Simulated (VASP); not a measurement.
BN: single point with r2SCAN

BN:

```
CELL_PARAMETERS angstrom
2.59797 0.00000 0.00000
-1.29899 2.24991 0.00000
0.00000 0.00000 8.53963
ATOMIC_POSITIONS crystal
B 0.00000 0.00000 0.00039
B 0.33333 0.66667 0.24969
B 0.00000 0.00000 0.50039
B 0.66667 0.33333 0.74969
N 0.00000 0.00000 0.18699
N 0.33333 0.66667 0.43793
N 0.00000 0.00000 0.68699
N 0.66667 0.33333 0.93793
```

This cell differs from its parent crystal: volume changed by +6%.

```json
{"Program": "VASP 6.6.1", "Task": "single point", "Functional": "r2SCAN", "Potentials or basis": "VASP PAW PBE potentials, release 64 (B, N)", "Cutoff": "520 eV", "k mesh": "9 × 9 × 4", "Occupations": "gaussian, width 0.01 eV", "Spin": "no spin polarisation"}
```

```json
{
 "Pressure": "-19.6 GPa",
 "Largest force": "0.025 eV/Å",
 "Band gap on the k mesh": "6.02 eV, indirect (least direct gap 7.97 eV)"
}
```

Forces in eV/Å, atoms in the order of the input:
```
B    0.000  0.000 -0.019
B    0.000  0.000 -0.022
B    0.000  0.000 -0.019
B    0.000  0.000 -0.022
N    0.000  0.000  0.015
N    0.000  0.000  0.025
N    0.000  0.000  0.015
N    0.000  0.000  0.025
```

Stress tensor (GPa, compression positive):
```
-19.60   0.00   0.00
  0.00 -19.60   0.00
  0.00   0.00 -19.70
```

Levels at points of the mesh, in eV from the valence-band top:
```csv
k point,band 12,band 13,band 14,band 15,band 16,band 17,band 18,band 19,band 20,band 21
"(0.00, 0.00, 0.00)",-1.08,-1.08,-0.12,0.00,0.00,9.05,9.05,9.14,9.43,9.76
"(0.00, 0.00, 0.50)",-1.76,-0.37,-0.37,-0.37,-0.37,9.46,9.46,9.51,9.51,9.51
```

Run time: 3.9 min on 1 thread of Intel(R) Xeon(R) Platinum 8259CL CPU @ 2.50GHz (Skylake/Cascade Lake), with other jobs on the host, peak memory 0.18 GiB.

Caveat: the PAW data sets were made with another functional, which shifts forces and pressure a little. A k mesh can miss the band edges.
